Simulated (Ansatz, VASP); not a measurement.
**BaBCl3 in VASP and in Ansatz**

```
Ba B Cl
1.0
     4.15602    0.00000    0.00000
     0.00000    4.15602    0.00000
     0.00000    0.00000   11.06094
Ba B Cl
1 1 3
Direct
  0.00000 0.00000 0.00000
  0.00000 0.00000 0.50000
  0.00000 0.50000 0.17674
  0.50000 0.00000 0.82326
  0.50000 0.50000 0.50000
```

Alike in both runs: functional PBE; k mesh 4 × 4 × 4; occupations gaussian, width 0.1 eV; no spin polarisation.

Ansatz relaxed the structure, and its values are those at the end. VASP's run is a single point on that final structure, the one shown.

|  | VASP | Ansatz |
| --- | --- | --- |
| version | VASP 6.6.1 | Ansatz 0.2.0 |
| potentials or method | VASP PAW PBE potentials, release 64 (Ba_sv, B, Cl), cutoff 520 eV | scalar-relativistic, plane waves, PAW |
| valence electrons in the cell | 34 | 34 |

```csv
,VASP,Ansatz,Ansatz less VASP
gap on the k mesh at the Fermi level (eV),1.83,1.83,+0.001
least direct gap on the mesh (eV),1.83,1.83,+0.001
pressure (GPa),0.4,0.1,-0.31
rms of the force components (eV/Å),0.050,0.002,-0.0479
```

Neither program's run includes spin-orbit coupling.
